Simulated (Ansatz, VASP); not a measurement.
# Hg in VASP and in Ansatz

```
Hg
1.0
    -1.83560    1.83560    1.83560
     1.83560   -1.83560    1.83560
     1.83560    1.83560   -1.83560
Hg
1
Direct
  0.00000 0.00000 0.00000
```

Change from the starting cell: volume scaled by 0.85, LAPW.

Alike in both runs: task single point; functional PBE; k mesh 14 × 14 × 14; occupations fermi-dirac, width 0.1 eV; no spin polarisation.

```csv
,VASP,Ansatz
version,VASP 6.6.1,Ansatz 0.2.0
potentials or method,"VASP PAW PBE potentials, release 64 (Hg), cutoff 500 eV","all-electron LAPW, scalar-relativistic"
```

|  | VASP | Ansatz | Ansatz less VASP |
| --- | --- | --- | --- |
| pressure (GPa) | 3.7 | 3.4 | -0.28 |

Ansatz ran all-electron here, and VASP with PAW potentials.

Spin-orbit coupling is off throughout.
